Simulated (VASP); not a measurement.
Input of a VASP 6.6.1 run:

Contents of INCAR:

```
ALGO = Normal
EDIFF = 1E-6
ENCUT = 520
GGA = PE
ISIF = 2
ISMEAR = 0
LASPH = T
LCHARG = T
LELF = T
LREAL = F
LVHAR = T
LWAVE = F
NBANDS = 22
NELM = 100
PREC = Accurate
SIGMA = 0.01
```

The input KPOINTS:

```
k-points
0
Gamma
  6 6 2
```

POSCAR

```
I
1.0
    4.5379099502     -2.3366359498      0.0000000000
    4.5379099502      2.3366359498      0.0000000000
    0.0000000000      0.0000000000      9.9294032737
I
4
Direct
    0.8417984967      0.1582015033      0.8779801343
    0.3417984967      0.6582015033      0.6220198657
    0.1582015033      0.8417984967      0.1220198657
    0.6582015033      0.3417984967      0.3779801343
```

Potentials or basis: VASP PAW PBE potentials, release 64 (I).

Run with:

```sh
$ cat potpaw_PBE.64/I/POTCAR > POTCAR
$ mpirun -np 1 vasp_std > vasp.out
```

Q: Predict the band gap on the k mesh.

A: 1.00 eV, indirect (least direct gap 1.02 eV).

Q: Predict the largest force.

A: 0.154 eV/Å.

Stress tensor (GPa, compression positive):
```
 0.00  0.00  0.00
 0.00 -0.56  0.00
 0.00  0.00 -1.05
```

Caveat: spin-orbit coupling is left out, which moves the levels of the heavy elements. A k mesh can miss the band edges.
